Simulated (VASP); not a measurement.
# Rb (Im-3m) in VASP: a series of runs

The runs below take Rb through single point, with PBE.

Everything below comes from runs of VASP 6.6.1. Logs are shortened: lines on timing, memory, paths and dates and some standing lists are left out, and cuts for length are marked.

## 1. The cell of the first run

The structure is cubic, space group Im-3m (No. 229). Conventional cell: a = 5.672 Å, b = 5.672 Å, c = 5.672 Å, α = 90.00°, β = 90.00°, γ = 90.00°.

## 2. Single point, PBE

File INCAR:

```
SYSTEM = Rb
PREC     = Accurate       ! precision mode
ENCUT    = 520            ! plane-wave cutoff, eV
EDIFF    = 1E-6           ! SCF threshold, eV
ISMEAR   = -1             ! smearing method
SIGMA    = 0.1            ! smearing width, eV
LREAL    = .FALSE.        ! projectors in reciprocal space
LASPH    = .TRUE.         ! aspherical terms in the spheres
NELM     = 100            ! most SCF steps
ALGO     = Normal         ! electronic algorithm
ISIF     = 2              ! what is computed and relaxed
LWAVE    = .FALSE.        ! write WAVECAR
LCHARG   = .FALSE.        ! write CHGCAR
GGA      = PE             ! functional
NBANDS   = 10             ! bands
```

File KPOINTS:

```
regular mesh
0
G
  1 1 1
  0 0 0
```

File POSCAR:

```
Rb
1.0
   -2.8359049291      2.8359049291      2.8359049291
    2.8359049291     -2.8359049291      2.8359049291
    2.8359049291      2.8359049291     -2.8359049291
Rb
1
Direct
    0.0000000000      0.0000000000      0.0000000000
```

Potentials or basis: VASP PAW PBE potentials, release 64 (Rb_sv).

Launch:

```sh
$ cat potpaw_PBE.64/Rb_sv/POTCAR > POTCAR
$ mpirun -np 1 vasp_gam > vasp.out
```

OUTCAR:

```text
SYSTEM = Rb
   PREC = Accurate
   ENCUT = 520
   EDIFF = 1E-6
   ISMEAR = -1
   LREAL = .FALSE.
   LASPH = .TRUE.
   NELM = 100
   ISIF = 2
   GGA = PE

 ion  position               nearest neighbor table
   1  0.000  0.000  0.000-

  LATTYP: Found a body centered cubic cell.
 ALAT       =     5.6718098582

  Lattice vectors:

 A1 = (  -2.8359049291,   2.8359049291,   2.8359049291)
 A2 = (   2.8359049291,  -2.8359049291,   2.8359049291)
 A3 = (   2.8359049291,   2.8359049291,  -2.8359049291)

Analysis of symmetry for initial positions (statically):
=====================================================================
 Subroutine PRICEL returns:
 Original cell was already a primitive cell.

 Routine SETGRP: Setting up the symmetry group for a
 body centered cubic supercell.

 Subroutine GETGRP returns: Found 48 space group operations
 (whereof 48 operations were pure point group operations)
 out of a pool of 48 trial point group operations.

The static configuration has the point symmetry O_h .

Analysis of symmetry for dynamics (positions and initial velocities):
=====================================================================
 Subroutine PRICEL returns:
 Original cell was already a primitive cell.

 Routine SETGRP: Setting up the symmetry group for a
 body centered cubic supercell.

 Subroutine GETGRP returns: Found 48 space group operations
 (whereof 48 operations were pure point group operations)
 out of a pool of 48 trial point group operations.

The dynamic configuration has the point symmetry O_h .

 Subroutine INISYM returns: Found 48 space group operations
 (whereof 48 operations are pure point group operations),
 and found     1 'primitive' translations

----------------------------------------------------------------------------------------

                                     Primitive cell

  volume of cell :      91.2294

  direct lattice vectors                    reciprocal lattice vectors
    -2.835904929  2.835904929  2.835904929     0.000000000  0.176310565  0.176310565
     2.835904929 -2.835904929  2.835904929     0.176310565  0.000000000  0.176310565
     2.835904929  2.835904929 -2.835904929     0.176310565  0.176310565  0.000000000

  length of vectors
     4.911931423  4.911931423  4.911931423     0.249340792  0.249340792  0.249340792

  position of ions in fractional coordinates (direct lattice)
     0.000000000  0.000000000  0.000000000

  ion indices of the primitive-cell ions
   primitive index   ion index
                 1           1

----------------------------------------------------------------------------------------

 KPOINTS: regular mesh

Automatic generation of k-mesh.
 Grid dimensions read from file:
 generate k-points for:    1    1    1

 Generating k-lattice:

  Cartesian coordinates                     Fractional coordinates (reciprocal lattice)
     0.000000000  0.176310565  0.176310565     1.000000000  0.000000000  0.000000000
     0.176310565  0.000000000  0.176310565     0.000000000  1.000000000  0.000000000
     0.176310565  0.176310565  0.000000000     0.000000000  0.000000000  1.000000000

  Length of vectors
     0.249340792  0.249340792  0.249340792

  Shift w.r.t. Gamma in fractional coordinates (k-lattice)
     0.000000000  0.000000000  0.000000000

 Subroutine IBZKPT returns following result:
 ===========================================

 Found      1 irreducible k-points:

 Following reciprocal coordinates:
            Coordinates               Weight
  0.000000  0.000000  0.000000      1.000000
   k-points           NKPTS =      1   k-points in BZ     NKDIM =      1   number of bands    NBANDS=     10
   number of dos      NEDOS =    301   number of ions     NIONS =      1
   total plane-waves  NPLWV =  64000
   dimension x,y,z NGX =    40 NGY =   40 NGZ =   40
   dimension x,y,z NGXF=    80 NGYF=   80 NGZF=   80
   ions per type =               1
   NGX,Y,Z   is equivalent  to a cutoff of  13.54, 13.54, 13.54 a.u.
   NGXF,Y,Z  is equivalent  to a cutoff of  27.08, 27.08, 27.08 a.u.
 SYSTEM =  Rb
   PREC   = accura    normal or accurate (medium, high low for compatibility)
   ISTART =      0    job   : 0-new  1-cont  2-samecut
   ICHARG =      2    charge: 1-file 2-atom 10-const
   ISPIN  =      1    spin polarized calculation?
   LNONCOLLINEAR =      F non collinear calculations
   LSORBIT =      F    spin-orbit coupling
   LASPH  =      T    aspherical Exc in radial PAW
   ENCUT  =  520.0 eV  38.22 Ry    6.18 a.u.   9.13  9.13  9.13*2*pi/ulx,y,z
   NELM   =    100;   NELMIN=  2; NELMDL= -5     # of ELM steps
   EDIFF  = 0.1E-05   stopping-criterion for ELM
   LREAL  =      F    real-space projection
   EDIFFG = 0.1E-04   stopping-criterion for IOM
   NSW    =      0    number of steps for IOM
   IBRION =     -1    ionic relax: 0-MD 1-quasi-New 2-CG
   NFREE  =      0    steps in history (QN), initial steepest desc. (CG)
   ISIF   =      2    stress and relaxation
   ISYM   =      2    0-nonsym 1-usesym 2-fastsym
   POTIM  = 0.5000    time-step for ionic-motion
   TEBEG  =    0.0;   TEEND  =   0.0 temperature during run
   PSTRESS=    0.0 pullay stress
   NELECT =       9.0000    total number of electrons
   NUPDOWN=      -1.0000    fix difference up-down
   EMIN   =  10.00;   EMAX   =-10.00  energy-range for DOS
   EFERMI =   0.00;   METHOD = LEGACY
   ISMEAR =    -1;   SIGMA  =   0.10  broadening in eV -4-tet -1-fermi 0-gaus
   EFERMI_NEDOS =   21; number of points for ismear=-14 and -15
   IALGO  =     38    algorithm
   IMIX   =      4    mixing-type and parameters
     AMIX     =   0.40;   BMIX     =  1.00
     AMIX_MAG =   1.60;   BMIX_MAG =  1.00
  volume/ion in A,a.u.               =      91.23       615.65
  Fermi-wavevector in a.u.,A,eV,Ry     =   0.756445  1.429474  7.785376  0.572209
  Thomas-Fermi vector in A             =   1.854567
   LORBIT       =      0    0 simple, 1 ext, 2 COOP (PROOUT), +10 PAW based schemes
   GGA     = PE    functional components
   LHFCALC =     F    Hartree Fock is set to
   AEXX    =    0.0000 exact exchange contribution
   IVDW    =     0    specifies the selected vdW correction
   LEPSILON=     F    determine dielectric tensor
   LRPA    =     F    only Hartree local field effects (RPA)
 non-spin polarized calculation
  energy-cutoff  :      520.00
  volume of cell :       91.23
 maximum number of plane-waves:      1246
 NGX is ok and might be reduce to    40
   NGX = 19   NGY = 19   NGZ = 19

 number of electron       9.0000000 magnetization

 Free energy of the ion-electron system (eV)
  ---------------------------------------------------
  ext. energy  EPLUGINS =         0.00000000
  ---------------------------------------------------
  free energy    TOTEN  =        -2.07865205 eV

  energy without entropy =       -1.94002261  energy(sigma->0) =       -2.00933733

 E-fermi :  -1.9452     XC(G=0):  -5.4375

 val. band max:      -12.8232998792   @ k =   0.0000   0.0000   0.0000
 cond. band min:      -1.9452497974   @ k =   0.0000   0.0000   0.0000
 fundamental gap:     10.8780500818
 Fermi energy:        -1.9452497974

 k-point     1 :       0.0000    0.0000    0.0000
  band No.  band energies     occupation
      1     -28.7629      2.00000
      2     -12.8233      2.00000
      3     -12.8233      2.00000
      4     -12.8233      2.00000
      5      -1.9452      1.00000
      6       3.7304      0.00000
      7       3.7304      0.00000
      8       3.7304      0.00000
      9       4.6467      0.00000
     10       4.6467      0.00000

------------------------ aborting loop because EDIFF is reached ----------------------------------------

  FORCE on cell =-STRESS in cart. coord.  units (eV):
  Direction    XX          YY          ZZ          XY          YZ          ZX
  --------------------------------------------------------------------------------------
  -------------------------------------------------------------------------------------
  Total       -0.1316221     -0.1316221     -0.1316221      0.0000000     -0.0000000      0.0000000
  in kB       -2.3115557     -2.3115557     -2.3115557      0.0000000     -0.0000000      0.0000000
  external PRESSURE =      -2.3115557 kB  Pullay stress =       0.0000000 kB

 VOLUME and BASIS-vectors are now :
 -----------------------------------------------------------------------------
  energy-cutoff  :      520.00
  volume of cell :       91.23
      direct lattice vectors                 reciprocal lattice vectors
    -2.835904929  2.835904929  2.835904929     0.000000000  0.176310565  0.176310565
     2.835904929 -2.835904929  2.835904929     0.176310565  0.000000000  0.176310565
     2.835904929  2.835904929 -2.835904929     0.176310565  0.176310565  0.000000000

 POSITION                                       TOTAL-FORCE (eV/Angst)
 -----------------------------------------------------------------------------------
      0.00000      0.00000      0.00000         0.000000      0.000000     -0.000000
 -----------------------------------------------------------------------------------
    total drift:                               -0.000000      0.000000     -0.000000

  FREE ENERGIE OF THE ION-ELECTRON SYSTEM (eV)
  ---------------------------------------------------
  free  energy   TOTEN  =        -2.0786520484 eV

  energy  without entropy=       -1.9400226123  energy(sigma->0) =       -2.00933733
```

Wall time 3.6 s (1 thread of Intel Xeon Platinum 8559C (Emerald Rapids), shared host); peak memory 0.21 GiB.

The run converged, but its numbers aren't listed here, since they failed a check.

Caveat: the k points lie up to 1.57 Å⁻¹ apart; the mesh shows a gap though the element is a metal.

## 3. Single point, PBE

File INCAR:

```
PREC = Accurate
ENCUT = 520
EDIFF = 1E-6
ISMEAR = -1
SIGMA = 0.1
LREAL = False
LASPH = True
NELM = 60
ALGO = Normal
ISIF = 2
LWAVE = False
LCHARG = False
GGA = PE
NBANDS = 10
```

File KPOINTS:

```
regular mesh
0
Gamma
  2 2 2
```

POSCAR is that of step 2.

Potentials or basis: VASP PAW PBE potentials, release 64 (Rb_sv).

Launch:

```sh
$ cat potpaw_PBE.64/Rb_sv/POTCAR > POTCAR
$ mpirun -np 1 vasp_std > vasp.out
```

OUTCAR:

```text
PREC = Accurate
   ENCUT = 520
   EDIFF = 1E-6
   ISMEAR = -1
   LREAL = False
   LASPH = True
   NELM = 60
   ISIF = 2
   GGA = PE

 ion  position               nearest neighbor table
   1  0.000  0.000  0.000-

  LATTYP: Found a body centered cubic cell.
 ALAT       =     5.6718098582

  Lattice vectors:

 A1 = (  -2.8359049291,   2.8359049291,   2.8359049291)
 A2 = (   2.8359049291,  -2.8359049291,   2.8359049291)
 A3 = (   2.8359049291,   2.8359049291,  -2.8359049291)

Analysis of symmetry for initial positions (statically):
=====================================================================
 Subroutine PRICEL returns:
 Original cell was already a primitive cell.

 Routine SETGRP: Setting up the symmetry group for a
 body centered cubic supercell.

 Subroutine GETGRP returns: Found 48 space group operations
 (whereof 48 operations were pure point group operations)
 out of a pool of 48 trial point group operations.

The static configuration has the point symmetry O_h .

Analysis of symmetry for dynamics (positions and initial velocities):
=====================================================================
 Subroutine PRICEL returns:
 Original cell was already a primitive cell.

 Routine SETGRP: Setting up the symmetry group for a
 body centered cubic supercell.

 Subroutine GETGRP returns: Found 48 space group operations
 (whereof 48 operations were pure point group operations)
 out of a pool of 48 trial point group operations.

The dynamic configuration has the point symmetry O_h .

 Subroutine INISYM returns: Found 48 space group operations
 (whereof 48 operations are pure point group operations),
 and found     1 'primitive' translations

----------------------------------------------------------------------------------------

                                     Primitive cell

  volume of cell :      91.2294
[... 87 lines left out ...]
  Fermi-wavevector in a.u.,A,eV,Ry     =   0.756445  1.429474  7.785376  0.572209
  Thomas-Fermi vector in A             =   1.854567
   LORBIT       =      0    0 simple, 1 ext, 2 COOP (PROOUT), +10 PAW based schemes
   GGA     = PE    functional components
   LHFCALC =     F    Hartree Fock is set to
   AEXX    =    0.0000 exact exchange contribution
   IVDW    =     0    specifies the selected vdW correction
   LEPSILON=     F    determine dielectric tensor
   LRPA    =     F    only Hartree local field effects (RPA)
 non-spin polarized calculation
  energy-cutoff  :      520.00
  volume of cell :       91.23
 maximum number of plane-waves:      2491
 NGX is ok and might be reduce to    40
   NGX = 19   NGY = 19   NGZ = 19

 number of electron       9.0000000 magnetization

 Free energy of the ion-electron system (eV)
  ---------------------------------------------------
  ext. energy  EPLUGINS =         0.00000000
  ---------------------------------------------------
  free energy    TOTEN  =        -0.62387814 eV

  energy without entropy =       -0.51606970  energy(sigma->0) =       -0.56997392

 E-fermi :   0.2761     XC(G=0):  -5.4233

 val. band max:       -1.9272552344   @ k =   0.0000   0.0000   0.0000
 cond. band min:       0.2776899713   @ k =   0.5000   0.0000   0.0000
 fundamental gap:      2.2049452057
 Fermi energy:         0.2761282650

 k-point     1 :       0.0000    0.0000    0.0000
  band No.  band energies     occupation
      1     -28.8340      2.00000
      2     -12.8768      2.00000
      3     -12.8768      2.00000
      4     -12.8768      2.00000
      5      -1.9273      2.00000
      6       3.7010      0.00000
      7       3.7010      0.00000
      8       3.7010      0.00000
      9       4.6642      0.00000
     10       4.6642      0.00000
[... 14 lines left out ...]
 k-point     3 :       0.5000    0.5000    0.5000
  band No.  band energies     occupation
      1     -28.8265      2.00000
      2     -12.9456      2.00000
      3     -12.9456      2.00000
      4     -12.9456      2.00000
      5       1.3185      0.00006
      6       1.3185      0.00006
      7       3.2753      0.00000
      8       3.2753      0.00000
      9       3.2753      0.00000
     10       4.8073      0.00000

------------------------ aborting loop because EDIFF is reached ----------------------------------------

  FORCE on cell =-STRESS in cart. coord.  units (eV):
  Direction    XX          YY          ZZ          XY          YZ          ZX
  --------------------------------------------------------------------------------------
  -------------------------------------------------------------------------------------
  Total       -0.0877236     -0.0877236     -0.0877236     -0.0000000     -0.0000000      0.0000000
  in kB       -1.5406081     -1.5406081     -1.5406081     -0.0000000     -0.0000000      0.0000000
  external PRESSURE =      -1.5406081 kB  Pullay stress =       0.0000000 kB

 VOLUME and BASIS-vectors are now :
 -----------------------------------------------------------------------------
  energy-cutoff  :      520.00
  volume of cell :       91.23
      direct lattice vectors                 reciprocal lattice vectors
    -2.835904929  2.835904929  2.835904929     0.000000000  0.176310565  0.176310565
     2.835904929 -2.835904929  2.835904929     0.176310565  0.000000000  0.176310565
     2.835904929  2.835904929 -2.835904929     0.176310565  0.176310565  0.000000000

 POSITION                                       TOTAL-FORCE (eV/Angst)
 -----------------------------------------------------------------------------------
      0.00000      0.00000      0.00000        -0.000000      0.000000      0.000000
 -----------------------------------------------------------------------------------
    total drift:                               -0.000000      0.000000     -0.000000

  FREE ENERGIE OF THE ION-ELECTRON SYSTEM (eV)
  ---------------------------------------------------
  free  energy   TOTEN  =        -0.6238781443 eV

  energy  without entropy=       -0.5160697007  energy(sigma->0) =       -0.56997392
```

stdout:

```text
POSCAR found type information on POSCAR Rb
 POSCAR found :  1 types and       1 ions
 scaLAPACK will be used
 LDA part: xc-table for (Slater+PW92), standard interpolation
 POSCAR, INCAR and KPOINTS ok, starting setup
 FFT: planning ... GRIDC
 FFT: planning ... GRID_SOFT
 FFT: planning ... GRID
 WAVECAR not read
 entering main loop
```

It took 4.2 s on 1 thread of Intel Xeon Platinum 8559C (Emerald Rapids), shared host; peak memory 0.22 GiB.

What came out:

```yaml
Free_energy: -0.6239 eV
Pressure: -0.2 GPa
```

Levels at points of the mesh, in eV from the Fermi level:
```csv
k point,band 1,band 2,band 3,band 4,band 5,band 6,band 7,band 8
"(0.00, 0.00, 0.00)",-29.11,-13.15,-13.15,-13.15,-2.20,3.42,3.42,3.42
"(0.50, 0.00, 0.00)",-29.11,-13.25,-13.19,-13.15,0.00,0.55,2.34,4.01
"(0.50, 0.50, 0.50)",-29.10,-13.22,-13.22,-13.22,1.04,1.04,3.00,3.00
```

Caveat: the k points lie up to 0.78 Å⁻¹ apart.

## 4. Single point, PBE

File INCAR:

```
PREC     = Accurate       # precision mode
ENCUT    = 520            # plane-wave cutoff, eV
EDIFF    = 1E-6           # SCF threshold, eV
ISMEAR   = -1             # smearing method
SIGMA    = 0.1            # smearing width, eV
LREAL    = False          # projectors in reciprocal space
LASPH    = True           # aspherical terms in the spheres
NELM     = 80             # most SCF steps
ALGO     = Normal         # electronic algorithm
ISIF     = 2              # what is computed and relaxed
LWAVE    = False          # write WAVECAR
LCHARG   = False          # write CHGCAR
GGA      = PE             # functional
NBANDS   = 10             # bands
```

File KPOINTS:

```
regular mesh
0
Gamma
  3 3 3
```

POSCAR is that of step 3.

Launch:

```sh
$ cat potpaw_PBE.64/Rb_sv/POTCAR > POTCAR
$ mpirun -np 1 vasp_std > vasp.out
```

Run time: 4.3 s. Hardware: 1 thread of Intel Xeon Platinum 8559C (Emerald Rapids), shared host; peak memory 0.22 GiB.

The run converged. Its results:

| Quantity | Value |
| --- | --- |
| Free energy | -1.0311 eV |
| Pressure | -0.1 GPa |

Levels at points of the mesh, in eV from the Fermi level:
```
           k point  band 1  band 2  band 3  band 4  band 5  band 6  band 7  band 8  band 9
(0.00, 0.00, 0.00)  -28.94  -12.98  -12.98  -12.98   -2.00    3.65    3.65    3.65    4.58
```

Caveat: the k points lie up to 0.52 Å⁻¹ apart.
